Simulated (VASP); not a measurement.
Crystal: SrVO3.

```
Sr V O
1.0
     3.84250    0.00000    0.00000
     0.00000    3.84250    0.00000
     0.00000    0.00000    3.84250
Sr V O
1 1 3
Direct
  0.00000 0.00000 0.00000
  0.50000 0.50000 0.50000
  0.50000 0.00000 0.50000
  0.00000 0.50000 0.50000
  0.50000 0.50000 0.00000
```

Base run:

| Property | Result |
| --- | --- |
| Program | VASP 6.6.1 |
| Functional | PBE |
| Potentials or basis | VASP PAW PBE potentials, release 64 (Sr_sv, V_sv, O) |
| Cutoff | 520 eV |
| k mesh | 5 × 5 × 5 |
| Occupations | fermi-dirac, width 0.1 eV |
| Spin | collinear spin, ferromagnetic start |
| Starting moments | [0.0, 1.66, 0.0, 0.0, 0.0] μB |
| Fixed moment | 1.66 μB |
| Hubbard terms | V d U = 6.2 eV |

Its results: pressure 16.0 GPa; site moments Sr -0.01; V +1.46; O +0.03 μB.

**Question.** The run is repeated on the same cell with these changes: fixed moment from 1.66 μB to 1.42 μB; moments at the start from [0.0, 1.66, 0.0, 0.0, 0.0] to [0.0, 1.42, 0.0, 0.0, 0.0]. What comes out?

**Answer.** Pressure 14.2 GPa; site moments Sr -0.00; V +1.39; O -0.02 μB.

Caveats: the total moment is fixed, so each spin has its own Fermi level.
